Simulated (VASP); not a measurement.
Nd2As3W, 6 atoms in the cell. It takes space group P6/mmm (No. 191, hexagonal). The conventional cell has a = 6.259 Å, b = 6.259 Å, c = 4.155 Å, α = 90.00°, β = 90.00°, γ = 120.00°. Nd (site symmetry -6m2) has 6 As at 2.75 Å and 3 Nd at 3.61 Å and 3 W at 3.61 Å within 3.7 Å. Within 3.6 Å of As (site symmetry mmm) lie 4 Nd at 2.75 Å and 4 As at 3.13 Å. W (site symmetry 6/mmm) has 6 Nd at 3.61 Å and 12 As at 3.76 Å and 2 W at 4.16 Å within 4.7 Å. The cell was generated, and may not be a known phase.

* Program: VASP 6.6.1
* Task: relaxation of cell and atoms
* Functional: PBE
* Potentials or basis: VASP PAW PBE potentials, release 64 (Nd_3, As, W_sv), 4f in core
* Cutoff: 500 eV
* k mesh: 3 × 3 × 4
* Occupations: gaussian, width 0.1 eV
* Spin: no spin polarisation
* Dipole correction: no
* Further INCAR settings: ALGO = Normal; EDIFF = 1e-07; IBRION = 2; EDIFFG = -0.04; NSW = 90; ISIF = 3

Potentials or basis: VASP PAW PBE potentials, release 64 (Nd_3, As, W_sv), 4f in core.

Launch:

```console
$ cat potpaw_PBE.64/Nd_3/POTCAR potpaw_PBE.64/As/POTCAR potpaw_PBE.64/W_sv/POTCAR > POTCAR
$ mpirun -np 1 vasp_std > vasp.out
```

Hardware: 1 thread of Intel(R) Xeon(R) 6975P-C (Granite Rapids) (shared host).

**Question.** How long does it take, and how much memory?

**Answer.** Run time: 5 min on 1 thread of Intel(R) Xeon(R) 6975P-C (Granite Rapids) (shared host), peak memory 0.29 GiB. Counts: scf iterations 179, k points 9, ion steps 12.
